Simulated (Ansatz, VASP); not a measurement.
Two plane-wave programs on Al2Cu

Contents of INCAR:

```
SYSTEM = Al2Cu
PREC = Accurate
ENCUT = 520
EDIFF = 1E-6
ISMEAR = 0
SIGMA = 0.15
LREAL = .FALSE.
LASPH = .TRUE.
NELM = 80
ALGO = Fast
ISIF = 2
LWAVE = .FALSE.
LCHARG = .FALSE.
GGA = PE
NBANDS = 26
```

Contents of KPOINTS:

```
regular mesh
0
G
  10 10 10
  0 0 0
```

POSCAR

```
Al2Cu
1.0
   -3.0261521191      3.0261521191      2.3680500000
    3.0261521191     -3.0261521191      2.3680500000
    3.0261521191      3.0261521191     -2.3680500000
Al Cu
4 2
Direct
    0.1587211657      0.6587211657      0.8174423314
    0.6587211657      0.8412788343      0.5000000000
    0.8412788343      0.3412788343      0.1825576686
    0.3412788343      0.1587211657      0.5000000000
    0.7500000000      0.7500000000      0.0000000000
    0.2500000000      0.2500000000      0.0000000000
```

Input for Ansatz:

```yaml
crystal:
  lattice:
    - [-3.0261521191, 3.0261521191, 2.36805]
    - [3.0261521191, -3.0261521191, 2.36805]
    - [3.0261521191, 3.0261521191, -2.36805]
  atoms:
    - { symbol: Al, position: [0.1587211657, 0.6587211657, 0.8174423314] }
    - { symbol: Al, position: [0.6587211657, 0.8412788343, 0.5] }
    - { symbol: Al, position: [0.8412788343, 0.3412788343, 0.1825576686] }
    - { symbol: Al, position: [0.3412788343, 0.1587211657, 0.5] }
    - { symbol: Cu, position: [0.75, 0.75, 0.0] }
    - { symbol: Cu, position: [0.25, 0.25, 0.0] }
basis:
  ecutwfc: 520.0
kpoints:
  mp_grid: { grid: [10, 10, 10] }
hamiltonian:
  xc: pbe
  pseudopotentials: { kind: paw, azcp: { folder: soft_1 } }
scf:
  occupations: { method: gaussian, width: 0.15 }
output:
  forces: true
  stress: true
  eigenvalues: true
```

Alike in both runs: task single point; functional PBE; k mesh 10 × 10 × 10; occupations gaussian, width 0.15 eV; no spin polarisation.

|  | VASP | Ansatz |
| --- | --- | --- |
| version | VASP 6.6.1 | Ansatz 0.2.0 |
| potentials or method | VASP PAW PBE potentials, release 64 (Al, Cu), cutoff 520 eV | scalar-relativistic, plane waves, PAW |
| valence electrons in the cell | 34 | 50 |

Ansatz gave:

- gap on the k mesh at the Fermi level (eV): none
- pressure (GPa): 3.4
- traceless stress, the component that is largest in VASP (GPa): 3.02
- rms of the force components (eV/Å): 0.052

Question: What did VASP give for the same quantities?

Answer: gap on the k mesh at the Fermi level (eV): none; pressure (GPa): 3.4; traceless stress, the component that is largest in VASP (GPa): 3.04; rms of the force components (eV/Å): 0.054.

Atom by atom the forces differ by 0.001 eV/Å (rms over components). A gap of «none» marks a metal or a gap that the smearing closes. VASP's potentials hold 34 valence electrons a cell and Ansatz's 50, so a difference there can come from the potentials and not from the codes.
